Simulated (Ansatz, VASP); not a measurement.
# One calculation of TaWC2, two programs

File INCAR:

```
SYSTEM = TaWC2
PREC = Accurate
ENCUT = 520
EDIFF = 1E-7
ISMEAR = -1
SIGMA = 0.05
LREAL = .False.
LASPH = .True.
NELM = 150
ALGO = Normal
ISIF = 2
LWAVE = .False.
LCHARG = .False.
LMAXMIX = 4
LDAU = .True.
LDAUTYPE = 2
LDAUL = 2 2 -1
LDAUU = 2 2 0
LDAUJ = 0 0 0
LDAUPRINT = 1
GGA = CA
NBANDS = 24
```

KPOINTS

```
regular mesh
0
Gamma
  10 10 10
  0 0 0
```

Contents of POSCAR:

```
TaWC2
1.0
    1.5718551461      0.9075109917      5.1016196719
   -1.5718551461      0.9075109917      5.1016196719
    0.0000000000     -1.8150219835      5.1016196719
W Ta C
1 1 2
Direct
    0.0000000000      0.0000000000      0.0000000000
    0.5000000000      0.5000000000      0.5000000000
    0.2509330000      0.2509330000      0.2509330000
    0.7490670000      0.7490670000      0.7490670000
```

File input.yaml:

```yaml
crystal:
  lattice:
    - [1.5718551461, 0.9075109917, 5.1016196719]
    - [-1.5718551461, 0.9075109917, 5.1016196719]
    - [0.0, -1.8150219835, 5.1016196719]
  atoms:
    - { symbol: W, position: [0.0, 0.0, 0.0] }
    - { symbol: Ta, position: [0.5, 0.5, 0.5] }
    - { symbol: C, position: [0.250933, 0.250933, 0.250933] }
    - { symbol: C, position: [0.749067, 0.749067, 0.749067] }
hamiltonian:
  xc: lda
  pseudopotentials: { kind: paw }
  hubbard:
    sites: [{ species: Ta, l: d, u_eff: 2.0 }, { species: W, l: d, u_eff: 2.0 }]
kpoints:
  mp_grid: { grid: [10, 10, 10] }
  band_path:
    path:
      - [[0.0, 0.0, 0.0], [0.5, 0.0, 0.0], [0.5, 0.1877624847, -0.1877624847]]
      - [[0.8122375153, 0.5, 0.1877624847], [0.5, 0.5, 0.5], [0.0, 0.0, 0.0], [0.3438812424, 0.0, -0.3438812424]]
      - [[0.6561187576, 0.3438812424, 0.0], [0.5, 0.5, 0.0], [0.6561187576, 0.6561187576, 0.1877624847], [0.5, 0.5, 0.5]]
      - [[0.5, 0.0, 0.0], [0.8122375153, 0.3438812424, 0.3438812424]]
    npoints: 14
scf:
  occupations: { method: fermi_dirac, width: 0.05 }
  n_extra_bands: 10
output:
  forces: true
  stress: true
  eigenvalues: true
  fatbands: false
```

Alike in both runs: functional LDA; k mesh 10 × 10 × 10; occupations fermi-dirac, width 0.05 eV; no spin polarisation; Hubbard terms Ta d U = 2.0 eV, W d U = 2.0 eV.

|  | VASP | Ansatz |
| --- | --- | --- |
| version | VASP 6.6.1 | Ansatz 0.2.0 |
| potentials or method | VASP PAW LDA potentials, release 64 (W_sv, Ta_pv, C) | Ansatz PAW |
| plane-wave cutoff (eV) | 520 | 420 |
| valence electrons in the cell | 33 | 35 |
| task | single point | band structure |

|  | VASP | Ansatz | Ansatz less VASP |
| --- | --- | --- | --- |
| gap on the k mesh at the Fermi level (eV) | none | none | - |
| pressure (GPa) | -10.3 | -15.7 | -5.40 |
| traceless stress, the component that is largest in VASP (GPa) | 0.11 | -0.06 | -0.165 |
| rms of the force components (eV/Å) | 0.037 | 0.005 | -0.0320 |

LDA's correlation is that of Perdew and Zunger in VASP and of Perdew and Wang (1992) in Ansatz. The programs project onto different local orbitals, so the same U acts differently, and such runs can settle in different states. Atom by atom the forces differ by 0.032 eV/Å (rms over components). A gap of «none» marks a metal or a gap that the smearing closes. VASP's potentials hold 33 valence electrons a cell and Ansatz's 35, so a difference there can come from the potentials and not from the codes.

Spin-orbit coupling is off throughout.
